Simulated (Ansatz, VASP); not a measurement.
**Two plane-wave programs on Sn3Se**

```
Sn Se
1.0
     0.00000    3.78226    3.78226
     3.78226    0.00000    3.78226
     3.78226    3.78226    0.00000
Sn Se
3 1
Direct
  0.50000 0.50000 0.50000
  0.75000 0.75000 0.75000
  0.25000 0.25000 0.25000
  0.00000 0.00000 0.00000
```

Alike in both runs: task single point; functional PBE; k mesh 6 × 6 × 6; occupations fermi-dirac, width 0.05 eV; no spin polarisation.

|  | VASP | Ansatz |
| --- | --- | --- |
| version | VASP 6.6.1 | Ansatz 0.2.0 |
| potentials or method | VASP PAW PBE potentials, release 64 (Sn_d, Se) | Ansatz PAW |
| plane-wave cutoff (eV) | 520 | 420 |
| valence electrons in the cell | 48 | 58 |

```csv
,VASP,Ansatz,Ansatz less VASP
gap on the k mesh at the Fermi level (eV),none,none,-
pressure (GPa),-1.9,-1.9,+0.04
```

A gap of «none» marks a metal or a gap that the smearing closes. With one functional, cell and mesh, what is left measures potentials, basis and numerics. VASP's potentials hold 48 valence electrons a cell and Ansatz's 58, so a difference there can come from the potentials and not from the codes.
